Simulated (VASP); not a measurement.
Here is a VASP 6.6.1 calculation.

Contents of INCAR:

```
ALGO     = Fast           # electronic algorithm
EDIFF    = 1E-7           # SCF threshold, eV
ENCUT    = 520            # plane-wave cutoff, eV
GGA      = PE             # functional
ISIF     = 2              # what is computed and relaxed
ISMEAR   = 0              # smearing method
LASPH    = True           # aspherical terms in the spheres
LCHARG   = False          # write CHGCAR
LREAL    = False          # projectors in reciprocal space
LWAVE    = False          # write WAVECAR
NBANDS   = 13             # bands
NELM     = 60             # most SCF steps
PREC     = Accurate       # precision mode
SIGMA    = 0.15           # smearing width, eV
```

Contents of KPOINTS:

```
k-points
0
Gamma
  26 26 26
```

Contents of POSCAR:

```
Mo
1.0
   -1.5802194352      1.5802194352      1.5802194352
    1.5802194352     -1.5802194352      1.5802194352
    1.5802194352      1.5802194352     -1.5802194352
Mo
1
Direct
    0.0000000000      0.0000000000      0.0000000000
```

Potentials or basis: VASP PAW PBE potentials, release 64 (Mo_sv).

The run is started by

```bash
$ cat potpaw_PBE.64/Mo_sv/POTCAR > POTCAR
$ mpirun -np 1 vasp_std > vasp.out
```

Q: What does it give for the pressure?

A: 0.6 GPa.

Q: Estimate the band gap on the k mesh.

A: Zero (bands 7 and 8 overlap by 5.27 eV).
